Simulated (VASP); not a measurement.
Here is a VASP 6.6.1 calculation.

Contents of INCAR:

```
SYSTEM = Hg
ALGO     = Normal         ! electronic algorithm
EDIFF    = 1E-6           ! SCF threshold, eV
EDIFFG   = -0.005         ! ionic threshold
ENCUT    = 600            ! plane-wave cutoff, eV
GGA      = CA             ! functional
IBRION   = 2              ! ionic algorithm
ISIF     = 3              ! what is computed and relaxed
ISMEAR   = -1             ! smearing method
LASPH    = .True.         ! aspherical terms in the spheres
LCHARG   = .False.        ! write CHGCAR
LREAL    = .False.        ! projectors in reciprocal space
LWAVE    = .False.        ! write WAVECAR
NELM     = 100            ! most SCF steps
NSW      = 60             ! ionic steps
PREC     = Accurate       ! precision mode
PSTRESS  = 3000.0       
SIGMA    = 0.08           ! smearing width, eV
```

The input KPOINTS:

```
k-points
0
Gamma
  17 17 10
  0 0 0
```

Contents of POSCAR:

```
Hg
1.0
    2.5264569164      0.0000000000      0.0000000000
   -1.2632284582      2.1879758712      0.0000000000
    0.0000000000      0.0000000000      4.0928602045
Hg
2
Direct
    0.3333333333      0.6666666667      0.2500000000
    0.6666666667      0.3333333333      0.7500000000
```

Potentials or basis: VASP PAW LDA potentials, release 64 (Hg).

The run is started by

```console
$ cat potpaw_LDA.64/Hg/POTCAR > POTCAR
$ mpirun -np 1 vasp_std > vasp.out
```

Question: What does it give for the band gap on the k mesh?

Answer: Zero (bands 12 and 13 overlap by 1.56 eV).

Question: What does it give for the relaxed volume?

Answer: 11.46 Å³/atom.

Final structure:
```
Hg
1.0
     2.53459    0.00000    0.00000
    -1.26730    2.19502    0.00000
     0.00000    0.00000    4.11896
Hg
2
Direct
  0.33333 0.66667 0.25000
  0.66667 0.33333 0.75000
```

Caveat: the cell is relaxed towards a set pressure, so the run minimises the enthalpy, not the energy; spin-orbit coupling is left out, which moves the levels of the heavy elements.
